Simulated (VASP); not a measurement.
Runs of VASP 6.6.1 on BeTe. The structure is that of space group F-43m (No. 216), or close to it. The cells are those of the table. 

| level | cell | k mesh | gap on the mesh (eV) | pressure (GPa) |
| --- | --- | --- | --- | --- |
| r2SCAN | a = 4.079 Å, angles 60.0°, 2 atoms | 6 × 6 × 6 | (c) | (a) |
| PBE | a = 3.923 Å, angles 60.0°, 2 atoms | 6 × 6 × 6 | 1.86 | 4.2 |
| PBE | a = 3.965 Å, angles 60.0°, 2 atoms | 6 × 6 × 6 | 1.94 | 2.0 |
| PBE | a = 4.005 Å, angles 60.0°, 2 atoms | 6 × 6 × 6 | 2.01 | 0.2 |
| PBE | a = 4.000 Å, angles 60.0°, 2 atoms | 8 × 8 × 8 | 2.01 | (d) |
| r2SCAN | a = 4.040 Å, angles 60.0°, 2 atoms | 6 × 6 × 6 | 2.44 | -1.5 |
| PBE | a = 4.084 Å, angles 60.0°, 2 atoms | 6 × 6 × 6 | 2.15 | -2.8 |
| r2SCAN | a = 3.919 Å, angles 60.0°, 2 atoms | 6 × 6 × 6 | 2.21 | (b) |

Alike in all rows: task single point; potentials or basis VASP PAW PBE potentials, release 64 (Be, Te); no spin polarisation; cutoff (eV) 520; smearing gaussian 0.01 eV.

Estimate the missing entries.

(a) -2.9; (b) 4.4; (c) 2.50; (d) 0.3.

Caveats: spin-orbit coupling is left out, which moves the levels of the heavy elements; the PAW data sets were made with another functional, which shifts forces and pressure a little (some runs).

A k mesh can miss the band edges, and the runs leave out spin-orbit coupling on Te.
